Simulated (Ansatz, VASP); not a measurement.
**SnO in VASP and in Ansatz**

```
CELL_PARAMETERS angstrom
3.41760 0.00000 0.00000
-1.70880 2.95973 0.00000
0.00000 0.00000 4.02423
ATOMIC_POSITIONS crystal
Sn 0.00000 0.00000 0.50000
O 0.00000 0.00000 0.00000
```

Alike in both runs: task relaxation of cell and atoms; functional PBE; k mesh 18 × 18 × 14; occupations gaussian, width 0.1 eV; no spin polarisation.

|  | VASP | Ansatz |
| --- | --- | --- |
| version | VASP 6.6.1 | Ansatz 0.2.0 |
| potentials or method | VASP PAW PBE potentials, release 64 (Sn_d, O), cutoff 600 eV | scalar-relativistic, plane waves, PAW |
| valence electrons in the cell | 20 | 20 |

Ansatz gave:

| Quantity | Value |
| --- | --- |
| gap on the k mesh at the Fermi level, each at its own relaxed structure (eV) | none |
| relaxed volume (Å³/atom) | 20.40 |
| relaxed cell length with the largest relative difference (Å) | 3.422 |

**Question.** Which values does VASP return?

**Answer.** gap on the k mesh at the Fermi level, each at its own relaxed structure (eV): none; relaxed volume (Å³/atom): 20.37; relaxed cell length with the largest relative difference (Å): 3.417.

A gap of «none» marks a metal or a gap that the smearing closes.
